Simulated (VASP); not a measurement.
Write the native input for VASP 6.6.1 that does the following.

```
Task                   : single point
Functional             : PBE
Potentials or basis    : VASP PAW PBE potentials, release 64 (Au, I)
Cutoff                 : 520 eV
k mesh                 : 8 × 8 × 8
Occupations            : gaussian, width 0.1 eV
Spin                   : no spin polarisation
Dipole correction      : no
Further INCAR settings : ALGO = Normal; EDIFF = 1e-06; NBANDS = 34
```

The structure of Au4I lies in POSCAR:

```
Au4I
1.0
    5.0336628267      0.0000000000      0.0000000000
    0.0000000000      5.0336628267      0.0000000000
    0.0000000000      0.0000000000      5.0336628267
Au I
4 1
Direct
    0.3068911521      0.3068911521      0.3068911521
    0.6931088479      0.6931088479      0.3068911521
    0.6931088479      0.3068911521      0.6931088479
    0.3068911521      0.6931088479      0.6931088479
    0.0000000000      0.0000000000      0.0000000000
```

These files were run (other wordings do the same):

INCAR

```
SYSTEM = Au4I
  ALGO = Normal
  EDIFF = 1E-6
  ENCUT = 520
  GGA = PE
  ISIF = 2
  ISMEAR = 0
  LASPH = .TRUE.
  LCHARG = .FALSE.
  LREAL = .FALSE.
  LWAVE = .FALSE.
  NBANDS = 34
  NELM = 100
  PREC = Accurate
  SIGMA = 0.1
```

KPOINTS

```
k-points
0
G
  8 8 8
  0 0 0
```

Potentials or basis: VASP PAW PBE potentials, release 64 (Au, I).

Run with:

```console
$ cat potpaw_PBE.64/Au/POTCAR potpaw_PBE.64/I/POTCAR > POTCAR
$ mpirun -np 1 vasp_std > vasp.out
```

It gave:

The pressure is -0.2 GPa.

Caveat: an odd number of electrons without spin polarisation forces a metal; a magnetic or distorted state may lie lower.

Run time: 78 s on 1 thread of Intel(R) Xeon(R) 6975P-C (Granite Rapids), with other jobs on the host, peak memory 0.3 GiB.
